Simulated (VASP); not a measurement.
La: relaxation of cell and atoms with PBE

The system is La.

```
La
1.0
    -1.97606    1.97606    1.97606
     1.97606   -1.97606    1.97606
     1.97606    1.97606   -1.97606
La
1
Direct
  0.00000 0.00000 0.00000
```

This isn't the form of La at room conditions, which is double hcp.

- Program: VASP 6.6.1
- Task: relaxation of cell and atoms
- Functional: PBE
- Potentials or basis: VASP PAW PBE potentials, release 64 (La)
- Cutoff: 600 eV
- k mesh: 14 × 14 × 14
- Occupations: fermi-dirac, width 0.1 eV
- Spin: no spin polarisation
- Target pressure: 7 GPa
- Dipole correction: no
- Further INCAR settings: ALGO = Normal; EDIFF = 1e-06; IBRION = 2; EDIFFG = -0.005; NSW = 32; ISIF = 3

```
Relaxed volume                                             : 30.93 Å³/atom
Relaxed cell                                               : a = 3.425 Å, b = 3.425 Å, c = 3.425 Å, α = 109.47°, β = 109.47°, γ = 109.47°
Space group after relaxing (to 0.1 Å)                      : Im-3m (No. 229)
Energy change on relaxing (the run minimises the enthalpy) : -2.8 meV/atom
Ionic steps                                                : 2
Pressure after relaxing                                    : 7.0 GPa
Band gap on the k mesh                                     : zero (an odd number of electrons rules out a gap without spin polarisation)
```

The path:
```tsv
step	energy change (eV)	largest force (eV/Å)	pressure (GPa)	volume (Å³)
1	0.0000	0.0000	7.07	30.86
2	-0.0028	0.0000	6.99	30.93
```

Final structure:
```
La
1.0
    -1.97742    1.97742    1.97742
     1.97742   -1.97742    1.97742
     1.97742    1.97742   -1.97742
La
1
Direct
  0.00000 0.00000 0.00000
```

Levels at points of the mesh, in eV from the Fermi level:
| k point | band 2 | band 3 | band 4 | band 5 | band 6 | band 7 | band 8 | band 9 |
| --- | --- | --- | --- | --- | --- | --- | --- | --- |
| (0.00, 0.00, 0.00) | -15.18 | -15.18 | -15.18 | -2.87 | 1.69 | 1.69 | 1.69 | 1.76 |
| (0.50, 0.00, 0.00) | -17.45 | -15.88 | -15.22 | -2.05 | -0.38 | 1.78 | 2.01 | 2.32 |
| (0.50, 0.50, 0.50) | -16.69 | -16.69 | -16.69 | -2.45 | -2.45 | 2.01 | 2.29 | 2.29 |

It took 49 s on 1 thread of Intel(R) Xeon(R) Platinum 8488C (Sapphire Rapids) (shared host), peak memory 0.2 GiB.

Caveat: the cell is relaxed towards a set pressure, so the run minimises the enthalpy, not the energy; spin-orbit coupling is left out, which moves the levels of the heavy elements.
